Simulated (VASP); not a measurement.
Wanted: the native input for a VASP 6.6.1 run.

```
Task                   : single point
Functional             : PBE
Potentials or basis    : VASP PAW PBE potentials, release 64 (Sr_sv, O)
Cutoff                 : 520 eV
k mesh                 : 36 × 36 × 36
Occupations            : fermi-dirac, width 0.0612256 eV
Spin                   : no spin polarisation
Dipole correction      : no
Further INCAR settings : ALGO = Normal; EDIFF = 1e-07; NBANDS = 15
```

The structure of SrO (rock salt type) lies in POSCAR:

```
SrO
1.0
    0.0000000000      2.6485742427      2.6485742427
    2.6485742427      0.0000000000      2.6485742427
    2.6485742427      2.6485742427      0.0000000000
Sr O
1 1
Direct
    0.0000000000      0.0000000000      0.0000000000
    0.5000000000      0.5000000000      0.5000000000
```

One way to write it, as run:

INCAR

```
SYSTEM = SrO
PREC = Accurate
ENCUT = 520
EDIFF = 1E-7
ISMEAR = -1
SIGMA = 0.06122561905347299
LREAL = .False.
LASPH = .True.
NELM = 80
ALGO = Normal
ISIF = 2
LWAVE = .False.
LCHARG = .False.
GGA = PE
NBANDS = 15
```

KPOINTS

```
Automatic mesh
0
Gamma
  36 36 36
  0 0 0
```

Potentials or basis: VASP PAW PBE potentials, release 64 (Sr_sv, O).

The run is started by

```sh
$ cat potpaw_PBE.64/Sr_sv/POTCAR potpaw_PBE.64/O/POTCAR > POTCAR
$ mpirun -np 1 vasp_std > vasp.out
```

It gave:

The pressure is -3.9 GPa and the band gap on the k mesh is 3.30 eV (least direct gap 3.38 eV).

Caveat: the cell stands under tension.

It took 9.6 min on 1 thread of Intel(R) Xeon(R) Platinum 8259CL CPU @ 2.50GHz (Skylake/Cascade Lake), on a shared host, peak memory 0.74 GiB.
